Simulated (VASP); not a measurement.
Wanted: the native input for a VASP 6.6.1 run.

```yaml
Task: single point
Functional: PBE
Dispersion: D3(BJ)
Potentials_or_basis: VASP PAW PBE potentials, release 64 (Al, P)
Cutoff: 500 eV
k_mesh: 8 × 8 × 8
Occupations: gaussian, width 0.02 eV
Spin: no spin polarisation
Dipole_correction: no
Further_INCAR_settings: ALGO = Normal; EDIFF = 1e-06; NBANDS = 11
```

The structure of AlP lies in POSCAR:

```
AlP
1.0
    0.0000000000      2.7259237133      2.7259237133
    2.7259237133      0.0000000000      2.7259237133
    2.7259237133      2.7259237133      0.0000000000
Al P
1 1
Direct
    0.0000000000      0.0000000000      0.0000000000
    0.2500000000      0.2500000000      0.2500000000
```

These files were run (other wordings do the same):

INCAR

```
PREC = Accurate ; ENCUT = 500
EDIFF = 1E-6 ; ISMEAR = 0
SIGMA = 0.02 ; LREAL = False
LASPH = True ; NELM = 120
ALGO = Normal ; ISIF = 2
LWAVE = False ; LCHARG = False
GGA = PE ; IVDW = 12
NBANDS = 11 ; GGA_COMPAT = False
```

KPOINTS

```
Automatic mesh
0
Gamma
  8 8 8
```

Potentials or basis: VASP PAW PBE potentials, release 64 (Al, P).

Command:

```console
$ cat potpaw_PBE.64/Al/POTCAR potpaw_PBE.64/P/POTCAR > POTCAR
$ mpirun -np 1 vasp_std > vasp.out
```

Results of the run:

- Pressure: -0.1 GPa
- Band gap on the k mesh: 1.57 eV (least direct gap 3.34 eV)
- Dispersion energy per atom: -0.310 eV

Run time: 7.7 s on 1 thread of Intel(R) Xeon(R) Platinum 8488C (Sapphire Rapids), with other jobs on the host, peak memory 0.16 GiB.
